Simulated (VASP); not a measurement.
A run of VASP 6.6.1 is set up as follows.

The input INCAR:

```
PREC     = Accurate       # precision mode
ENCUT    = 520            # plane-wave cutoff, eV
EDIFF    = 1E-6           # SCF threshold, eV
ISMEAR   = 0              # smearing method
SIGMA    = 0.01           # smearing width, eV
LREAL    = False          # projectors in reciprocal space
LASPH    = True           # aspherical terms in the spheres
NELM     = 60             # most SCF steps
ALGO     = Normal         # electronic algorithm
ISIF     = 2              # what is computed and relaxed
LWAVE    = False          # write WAVECAR
LCHARG   = False          # write CHGCAR
GGA      = PE             # functional
NBANDS   = 15             # bands
```

Contents of KPOINTS:

```
Automatic mesh
0
Gamma
  8 8 8
```

File POSCAR:

```
SrO
1.0
    0.0000000000      2.5711351562      2.5711351562
    2.5711351562      0.0000000000      2.5711351562
    2.5711351562      2.5711351562      0.0000000000
Sr O
1 1
Direct
    0.5000000000      0.5000000000      0.5000000000
    0.0000000000      0.0000000000      0.0000000000
```

Potentials or basis: VASP PAW PBE potentials, release 64 (Sr_sv, O).

Launch:

```console
$ cat potpaw_PBE.64/Sr_sv/POTCAR potpaw_PBE.64/O/POTCAR > POTCAR
$ mpirun -np 1 vasp_std > vasp.out
```

**Question.** Estimate the band gap on the k mesh.

**Answer.** 3.26 eV (least direct gap 3.35 eV).

**Question.** Predict the pressure.

**Answer.** 3.4 GPa.

Caveat: the cell stands under pressure. A k mesh can miss the band edges.
